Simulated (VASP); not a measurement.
Hf, 1 atom in the cell. Symmetry: Fm-3m, No. 225, cubic system. Conventional cell: a = 4.485 Å, b = 4.485 Å, c = 4.485 Å, α = 90.00°, β = 90.00°, γ = 90.00°. Within 4.2 Å of Hf (site symmetry m-3m) lie 12 Hf at 3.17 Å. 

* Program: VASP 6.6.1
* Task: single point
* Functional: PBE
* Potentials or basis: VASP PAW PBE potentials, release 64 (Hf_pv)
* Cutoff: 520 eV
* k mesh: 22 × 22 × 22
* Occupations: gaussian, width 0.1 eV
* Spin: no spin polarisation
* Dipole correction: no
* Further INCAR settings: ALGO = Normal; EDIFF = 1e-06; NBANDS = 11

Potentials or basis: VASP PAW PBE potentials, release 64 (Hf_pv).

Launch:

```console
$ cat potpaw_PBE.64/Hf_pv/POTCAR > POTCAR
$ mpirun -np 1 vasp_std > vasp.out
```

Hardware: 1 thread of Intel(R) Xeon(R) Platinum 8488C (Sapphire Rapids) (shared host).

**Question.** How long does it take, and how much memory?

**Answer.** It took 30 s on 1 thread of Intel(R) Xeon(R) Platinum 8488C (Sapphire Rapids) (shared host), peak memory 0.2 GiB. Counts: scf iterations 11, k points 328.
